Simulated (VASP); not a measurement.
Crystal: Sn3H2.

```xyz
5
Lattice="1.7800 1.0277 8.2514 -1.7800 1.0277 8.2514 0.0000 -2.0554 8.2514" Properties=species:S:1:pos:R:3 pbc="T T T"
Sn    0.0000    0.0000    0.0000
Sn    0.0000    0.0000    5.1860
Sn    0.0000    0.0000   19.5682
H     0.0000    0.0000    9.9017
H     0.0000    0.0000   14.8525
```

```yaml
Program: VASP 6.6.1
Task: relaxation of cell and atoms
Functional: PBE
Potentials_or_basis: VASP PAW PBE potentials, release 64 (Sn_d, H)
Cutoff: 600 eV
k_mesh: 6 × 6 × 6
Occupations: gaussian, width 0.1 eV
Spin: no spin polarisation
```

At the start: pressure 1.5 GPa; volume 18.11 Å³/atom.

Q: How do energy, volume and symmetry change on relaxing?

A: Over 19 steps the energy falls by 105.2 meV/atom and the volume is 18.69 Å³/atom (+3.2 %); space group R-3m (No. 166, to 0.1 Å) before and after.

Step by step:
```
step  energy change (eV)  largest force (eV/Å)  pressure (GPa)  volume (Å³)
   1              0.0000                1.6872            1.46        90.57
   2             -0.2190                0.9182           -0.89        92.74
   3             -0.3336                0.3624           -2.53        96.14
   4             -0.3382                0.3195           -2.71        96.74
   5             -0.4229                0.2137           -0.49        91.43
   6             -0.4301                0.1634            0.59        89.48
   7             -0.4503                0.1778            0.88        89.29
   8             -0.4622                0.1751            1.38        89.03
   9             -0.4798                0.1765            0.09        91.69
  10             -0.4808                0.1765           -0.25        92.48
  11             -0.4888                0.1616           -0.26        92.70
  12             -0.5037                0.1103           -0.27        93.36
  13             -0.4897                0.1136           -0.10        94.62
  14             -0.5060                0.0797           -0.24        93.68
  15             -0.5125                0.1094            0.22        92.85
  16             -0.5138                0.1479            0.56        92.28
  17             -0.5181                0.1271            0.33        92.66
  18             -0.5234                0.0602           -0.27        93.78
  19             -0.5262                0.0340           -0.17        93.45
```

Final structure:
```cif
data_structure
_symmetry_space_group_name_H-M 'P 1'
_symmetry_Int_Tables_number 1
_cell_length_a 8.5271
_cell_length_b 8.5271
_cell_length_c 8.5271
_cell_angle_alpha 24.459
_cell_angle_beta 24.459
_cell_angle_gamma 24.459
_cell_volume 93.45
loop_
_atom_site_label
_atom_site_type_symbol
_atom_site_fract_x
_atom_site_fract_y
_atom_site_fract_z
_atom_site_occupancy
Sn1 Sn 0.00000 0.00000 0.00000 1
Sn2 Sn 0.22386 0.22386 0.22386 1
Sn3 Sn 0.77614 0.77614 0.77614 1
H1 H 0.41265 0.41265 0.41265 1
H2 H 0.58735 0.58735 0.58735 1
```
